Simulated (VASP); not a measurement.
# LiTmH4 (Pmn2_1) in VASP: relaxation of shape and atoms at fixed volume with PBE

Aim: the relaxation of shape and atoms at fixed volume of LiTmH4 with PBE.

All numbers are computed with VASP 6.6.1; they aren't measurements. Logs are shortened: lines on timing, memory, paths and dates and some standing lists are left out, and cuts for length are marked.

### 1 The cell of the first run

It takes space group Pmn2_1 (No. 31, orthorhombic). The conventional cell has a = 3.401 Å, b = 5.635 Å, c = 6.004 Å, α = 90.00°, β = 90.00°, γ = 90.00°. Li (site symmetry m) has 5 H at 1.84 to 2.09 Å within 2.4 Å. Within 2.7 Å of Tm (site symmetry m) lie 9 H at 2.07 to 2.20 Å. Within 2.4 Å of H (site symmetry m) lie 1 Li at 1.84 Å and 2 Tm at 2.15 Å and 4 H at 2.22 to 2.37 Å. H (site symmetry m) has 3 Tm at 2.07 to 2.11 Å and 8 H at 2.28 to 2.59 Å within 2.7 Å. Within 2.7 Å of H (site symmetry m) lie 1 Li at 1.94 Å and 3 Tm at 2.13 to 2.20 Å and 8 H at 2.22 to 2.67 Å. Within 2.7 Å of H (site symmetry m) lie 3 Li at 2.02 to 2.09 Å and 1 Tm at 2.12 Å and 4 H at 2.53 to 2.59 Å.

### 2 Relaxation of shape and atoms at fixed volume, PBE (9.59 Å³/atom)

File INCAR:

```
SYSTEM = LiTmH4
PREC = Accurate
ENCUT = 750
EDIFF = 1E-7
ISMEAR = 0
SIGMA = 0.02
LREAL = .False.
LASPH = .True.
NELM = 200
ALGO = Normal
ISIF = 4
LWAVE = .False.
LCHARG = .False.
GGA = PE
IBRION = 2
NSW = 50
EDIFFG = -0.01
GGA_COMPAT = .False.
NELMIN = 4
LMAXMIX = 6
```

File KPOINTS:

```
regular mesh
0
Gamma
  8 6 6
  0 0 0
```

File POSCAR:

```
LiTmH4
1.0
    3.4010203405      0.0000000000      0.0000000000
    0.0000000000      5.6345726188      0.0000000000
    0.0000000000      0.0000000000      6.0037703386
Li Tm H
2 2 8
Direct
    0.0000000000      0.5044645612      0.0726511781
    0.5000000000      0.4955354388      0.5726511781
    0.0000000000      0.9622123506      0.7247386131
    0.5000000000      0.0377876494      0.2247386131
    0.5000000000      0.1914497285      0.6836158198
    0.0000000000      0.1274049331      0.4160893739
    0.5000000000      0.8355597302      0.5249112243
    0.0000000000      0.8085502715      0.1836158198
    0.5000000000      0.8725950669      0.9160893739
    0.5000000000      0.4133094206      0.2330112774
    0.0000000000      0.5866905794      0.7330112774
    0.0000000000      0.1644402698      0.0249112243
```

Potentials or basis: VASP PAW PBE potentials, release 64 (Li_sv, Tm_3, H), 4f in core.

Launch:

```bash
$ cat potpaw_PBE.64/Li_sv/POTCAR potpaw_PBE.64/Tm_3/POTCAR potpaw_PBE.64/H/POTCAR > POTCAR
$ mpirun -np 1 vasp_std > vasp.out
```

OUTCAR:

```text
SYSTEM = LiTmH4
   PREC = Accurate
   ENCUT = 750
   EDIFF = 1E-7
   ISMEAR = 0
   LREAL = .False.
   LASPH = .True.
   NELM = 200
   ISIF = 4
   GGA = PE
   IBRION = 2
   NSW = 50
   EDIFFG = -0.01
   NELMIN = 4

 ion  position               nearest neighbor table
   1  0.000  0.504  0.073-
   2  0.500  0.496  0.573-
   3  0.000  0.962  0.725-   6 2.07   9 2.11   9 2.11  11 2.12  12 2.13   5 2.15   5 2.15   7 2.20
                             7 2.20   4 3.48   4 3.48   4 3.48   4 3.48
   4  0.500  0.038  0.225-   9 2.07   6 2.11   6 2.11  10 2.12   7 2.13   8 2.15   8 2.15  12 2.20
                            12 2.20   3 3.48   3 3.48   3 3.48   3 3.48
   5  0.500  0.191  0.684-   3 2.15   3 2.15
   6  0.000  0.127  0.416-   3 2.07   4 2.11   4 2.11
   7  0.500  0.836  0.525-   4 2.13   3 2.20   3 2.20
   8  0.000  0.809  0.184-   4 2.15   4 2.15
   9  0.500  0.873  0.916-   4 2.07   3 2.11   3 2.11
  10  0.500  0.413  0.233-   4 2.12
  11  0.000  0.587  0.733-   3 2.12
  12  0.000  0.164  0.025-   3 2.13   4 2.20   4 2.20

  LATTYP: Found a simple orthorhombic cell.
 ALAT       =     3.4010203405
 B/A-ratio  =     1.6567300559
 C/A-ratio  =     1.7652850432

  Lattice vectors:

 A1 = (   3.4010203405,   0.0000000000,   0.0000000000)
 A2 = (   0.0000000000,   5.6345726188,   0.0000000000)
 A3 = (   0.0000000000,   0.0000000000,   6.0037703386)

Analysis of symmetry for initial positions (statically):
=====================================================================
 Subroutine PRICEL returns:
 Original cell was already a primitive cell.

 Routine SETGRP: Setting up the symmetry group for a
 simple orthorhombic supercell.

 Subroutine GETGRP returns: Found  4 space group operations
 (whereof  2 operations were pure point group operations)
 out of a pool of  8 trial point group operations.

The static configuration has the point symmetry C_1h.
 The point group associated with its full space group is C_2v.

Analysis of symmetry for dynamics (positions and initial velocities):
=====================================================================
 Subroutine PRICEL returns:
 Original cell was already a primitive cell.

 Routine SETGRP: Setting up the symmetry group for a
 simple orthorhombic supercell.

 Subroutine GETGRP returns: Found  4 space group operations
 (whereof  2 operations were pure point group operations)
 out of a pool of  8 trial point group operations.

The dynamic configuration has the point symmetry C_1h.
[... 142 lines left out ...]
  Fermi-wavevector in a.u.,A,eV,Ry     =   1.068628  2.019415 15.537401  1.141967
  Thomas-Fermi vector in A             =   2.204283
   LORBIT       =      0    0 simple, 1 ext, 2 COOP (PROOUT), +10 PAW based schemes
   GGA     = PE    functional components
   LHFCALC =     F    Hartree Fock is set to
   AEXX    =    0.0000 exact exchange contribution
   IVDW    =     0    specifies the selected vdW correction
   LEPSILON=     F    determine dielectric tensor
   LRPA    =     F    only Hartree local field effects (RPA)
 conjugate gradient relaxation of ions
 non-spin polarized calculation
 Gauss-broadening in eV      SIGMA  =   0.02
  energy-cutoff  :      750.00
  volume of cell :      115.05
 maximum number of plane-waves:      5414
   NGX = 15   NGY = 25   NGZ = 27

--------------------------------------- Ionic step        1  -------------------------------------------

 number of electron      32.0000005 magnetization

 Free energy of the ion-electron system (eV)
  ---------------------------------------------------
  ext. energy  EPLUGINS =         0.00000000
  ---------------------------------------------------
  free energy    TOTEN  =       -45.93243221 eV

  energy without entropy =      -45.93243221  energy(sigma->0) =      -45.93243221

------------------------ aborting loop because EDIFF is reached ----------------------------------------

  FORCE on cell =-STRESS in cart. coord.  units (eV):
  Direction    XX          YY          ZZ          XY          YZ          ZX
  --------------------------------------------------------------------------------------
  -------------------------------------------------------------------------------------
  Total        2.2305005      1.5384312      1.7139384      0.0000000      0.0000000      0.0000000
  in kB       31.0612289     21.4236959     23.8677516      0.0000000      0.0000000      0.0000000
  external PRESSURE =      25.4508921 kB  Pullay stress =       0.0000000 kB
[... 119 lines left out ...]
  FREE ENERGIE OF THE ION-ELECTRON SYSTEM (eV)
  ---------------------------------------------------
  free  energy   TOTEN  =       -45.9410052707 eV

  energy  without entropy=      -45.9410052707  energy(sigma->0) =      -45.94100527

[... ionic steps 4 to 13 ...]

--------------------------------------- Ionic step       14  -------------------------------------------

 number of electron      32.0000012 magnetization

------------------------ aborting loop because EDIFF is reached ----------------------------------------
[... 87 lines left out ...]
--------------------------------------- Ionic step       16  -------------------------------------------

 number of electron      32.0000013 magnetization

 Free energy of the ion-electron system (eV)
  ---------------------------------------------------
  ext. energy  EPLUGINS =         0.00000000
  ---------------------------------------------------
  free energy    TOTEN  =       -45.94456710 eV

  energy without entropy =      -45.94456710  energy(sigma->0) =      -45.94456710

 E-fermi :   0.7044     XC(G=0):  -9.1633

 val. band max:        0.4686782531   @ k =   0.0000   0.1667   0.0000
 cond. band min:       2.5863519216   @ k =   0.2500   0.5000   0.1667
 fundamental gap:      2.1176736685
 Fermi energy:         0.7044355469

 k-point     1 :       0.0000    0.0000    0.0000
  band No.  band energies     occupation
      1     -44.1817      2.00000
      2     -44.1786      2.00000
      3     -23.5072      2.00000
      4     -23.2198      2.00000
      5     -23.1451      2.00000
      6     -22.9794      2.00000
[... 613 lines left out ...]
     22       6.4805      0.00000
     23       6.5829      0.00000

 [... further k-points ...]

------------------------ aborting loop because EDIFF is reached ----------------------------------------

  FORCE on cell =-STRESS in cart. coord.  units (eV):
  Direction    XX          YY          ZZ          XY          YZ          ZX
  --------------------------------------------------------------------------------------
  -------------------------------------------------------------------------------------
  Total        1.2133249      1.2098028      1.2398610      0.0000000      0.0000000      0.0000000
  in kB       16.8963705     16.8473227     17.2659032      0.0000000      0.0000000      0.0000000
  external PRESSURE =      17.0031988 kB  Pullay stress =       0.0000000 kB
[... 27 lines left out ...]
  FREE ENERGIE OF THE ION-ELECTRON SYSTEM (eV)
  ---------------------------------------------------
  free  energy   TOTEN  =       -45.9445670959 eV

  energy  without entropy=      -45.9445670959  energy(sigma->0) =      -45.94456710

 reached required accuracy - stopping structural energy minimisation
```

OSZICAR:

```text
N       E                     dE             d eps       ncg     rms          rms(c)
DAV:   1     0.223444261905E+03    0.22344E+03   -0.16150E+04  3680   0.174E+03
DAV:   2    -0.106368854456E+02   -0.23408E+03   -0.22222E+03  3808   0.510E+02
[... 124 lines left out ...]
       N       E                     dE             d eps       ncg     rms          rms(c)
DAV:   1    -0.459445517091E+02   -0.68261E-04   -0.12579E-02  3680   0.784E-01    0.328E-02
DAV:   2    -0.459445713369E+02   -0.19628E-04   -0.34303E-04  5792   0.161E-01    0.222E-02
DAV:   3    -0.459445670420E+02    0.42948E-05   -0.14893E-05  5931   0.318E-02    0.550E-03
DAV:   4    -0.459445671186E+02   -0.76530E-07   -0.23405E-06  5504   0.103E-02    0.161E-03
DAV:   5    -0.459445670959E+02    0.22644E-07   -0.95013E-08  3395   0.311E-03
  16 F= -.45944567E+02 E0= -.45944567E+02  d E =-.836592E-04
```

CONTCAR:

```text
LiTmH4
   1.00000000000000
     3.4246639677820814    0.0000000000000000    0.0000000000000000
     0.0000000000000000    5.5942915658160448    0.0000000000000000
     0.0000000000000000    0.0000000000000000    6.0052517560848129
  Li              Tm              H
     2     2     8
Direct
     0.0000000000000000    0.5070101688893134    0.0699322509911260
     0.5000000000000000    0.4929898311106866    0.5699322509911260
     0.0000000000000000    0.9606158646423689    0.7246924185694653
     0.5000000000000000    0.0393841353576310    0.2246924185694654
     0.5000000000000000    0.1909883531641987    0.6868175478256846
     0.0000000000000000    0.1362605551022169    0.4173164013705062
     0.5000000000000000    0.8328707244949298    0.5245487498271917
     0.0000000000000000    0.8090116468358014    0.1868175478256918
     0.5000000000000000    0.8637394448977831    0.9173164013705060
     0.5000000000000000    0.4204768555848984    0.2317101180160282
     0.0000000000000000    0.5795231444151016    0.7317101180160283
     0.0000000000000000    0.1671292755050701    0.0245487498271917

  0.00000000E+00  0.00000000E+00  0.00000000E+00
  0.00000000E+00  0.00000000E+00  0.00000000E+00
  0.00000000E+00  0.00000000E+00  0.00000000E+00
  0.00000000E+00  0.00000000E+00  0.00000000E+00
  0.00000000E+00  0.00000000E+00  0.00000000E+00
  0.00000000E+00  0.00000000E+00  0.00000000E+00
  0.00000000E+00  0.00000000E+00  0.00000000E+00
  0.00000000E+00  0.00000000E+00  0.00000000E+00
  0.00000000E+00  0.00000000E+00  0.00000000E+00
  0.00000000E+00  0.00000000E+00  0.00000000E+00
  0.00000000E+00  0.00000000E+00  0.00000000E+00
  0.00000000E+00  0.00000000E+00  0.00000000E+00
```

Wall time 24 min (1 thread of Intel Xeon 6975P-C (Granite Rapids), shared host); peak memory 0.52 GiB.

Results:

* Free energy: -45.9446 eV
* Energy gained by relaxing: 1.0 meV/atom
* Ionic steps: 16
* Pressure after relaxing: 1.7 GPa
* Largest force after relaxing: 0.008 eV/Å
* Band gap on the k mesh: 2.12 eV (least direct gap 2.83 eV)

Forces on the atoms (eV/Å):
```
Li   0.000 -0.001  0.000
Li   0.000  0.001  0.000
Tm   0.000  0.005 -0.003
Tm   0.000 -0.005 -0.003
H    0.000  0.006  0.005
H    0.000  0.003 -0.004
H    0.000  0.008  0.002
H    0.000 -0.006  0.005
H    0.000 -0.003 -0.004
H    0.000  0.002  0.000
H    0.000 -0.002  0.000
H    0.000 -0.008  0.002
```

The path:
```csv
step,energy change (eV),largest force (eV/Å),pressure (GPa),volume (Å³)
1,0.0000,0.1087,2.55,115.05
2,-0.0033,0.0919,2.41,115.05
3,-0.0086,0.0465,2.02,115.05
4,-0.0088,0.0617,1.95,115.05
5,-0.0100,0.0439,1.88,115.05
6,-0.0108,0.0321,1.80,115.05
7,-0.0112,0.0196,1.77,115.05
8,-0.0113,0.0388,1.76,115.05
9,-0.0116,0.0150,1.74,115.05
10,-0.0116,0.0155,1.72,115.05
11,-0.0118,0.0138,1.73,115.05
12,-0.0119,0.0126,1.71,115.05
13,-0.0119,0.0125,1.71,115.05
14,-0.0120,0.0103,1.71,115.05
15,-0.0121,0.0124,1.71,115.05
16,-0.0121,0.0083,1.70,115.05
```

Final structure:
```
Li Tm H
1.0
     3.42466    0.00000    0.00000
     0.00000    5.59429    0.00000
     0.00000    0.00000    6.00525
Li Tm H
2 2 8
Direct
  0.00000 0.50701 0.06993
  0.50000 0.49299 0.56993
  0.00000 0.96062 0.72469
  0.50000 0.03938 0.22469
  0.50000 0.19099 0.68682
  0.00000 0.13626 0.41732
  0.50000 0.83287 0.52455
  0.00000 0.80901 0.18682
  0.50000 0.86374 0.91732
  0.50000 0.42048 0.23171
  0.00000 0.57952 0.73171
  0.00000 0.16713 0.02455
```

Caveat: spin-orbit coupling is left out, which moves the levels of the heavy elements; the 4f electrons are frozen in the core, so they carry no moment and show no levels.
